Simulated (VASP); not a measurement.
Write the native input for VASP 6.6.1 that does the following.

* Task: single point
* Functional: PBEsol
* Potentials or basis: VASP PAW PBE potentials, release 64 (Ag, Cl)
* Cutoff: 520 eV
* k mesh: 10 × 10 × 6
* Occupations: gaussian, width 0.05 eV
* Spin: no spin polarisation
* Dipole correction: no
* Further INCAR settings: ALGO = Normal; EDIFF = 1e-06; NBANDS = 26

The structure of AgCl lies in POSCAR:

```
AgCl
1.0
    3.4867243335      0.0000000000      0.0000000000
    0.0000000000      3.3311591989      0.0000000000
    0.0000000000      0.0000000000      6.6623183978
Ag Cl
2 2
Direct
    0.0000000000      0.0000000000      0.0000000000
    0.0000000000      0.0000000000      0.5000000000
    0.3213834991      0.5000000000      0.2500000000
    0.6786165009      0.5000000000      0.7500000000
```

This cell differs from its parent crystal: atoms displaced along a vibrational mode, the cell strained.

The input as run:

INCAR

```
SYSTEM = AgCl
  PREC = Accurate
  ENCUT = 520
  EDIFF = 1E-6
  ISMEAR = 0
  SIGMA = 0.05
  LREAL = .False.
  LASPH = .True.
  NELM = 100
  ALGO = Normal
  ISIF = 2
  LWAVE = .False.
  LCHARG = .False.
  GGA = PS
  NBANDS = 26
```

KPOINTS

```
Automatic mesh
0
Gamma
  10 10 6
  0 0 0
```

Potentials or basis: VASP PAW PBE potentials, release 64 (Ag, Cl).

Command:

```sh
$ cat potpaw_PBE.64/Ag/POTCAR potpaw_PBE.64/Cl/POTCAR > POTCAR
$ mpirun -np 1 vasp_std > vasp.out
```

It gave:

- Pressure: 2.7 GPa
- Largest force: 0.177 eV/Å
- Band gap on the k mesh: 0.57 eV (least direct gap 0.62 eV)

Caveat: the cell differs from its parent crystal (atoms displaced along a vibrational mode, the cell strained); semilocal functionals underestimate gaps, and a narrow one can read as zero; the PAW data sets were made with another functional, which shifts forces and pressure a little.

Wall time 110 s on 1 thread of AMD EPYC 9R45 96-Core Processor (Zen 5) (shared host), peak memory 0.33 GiB.
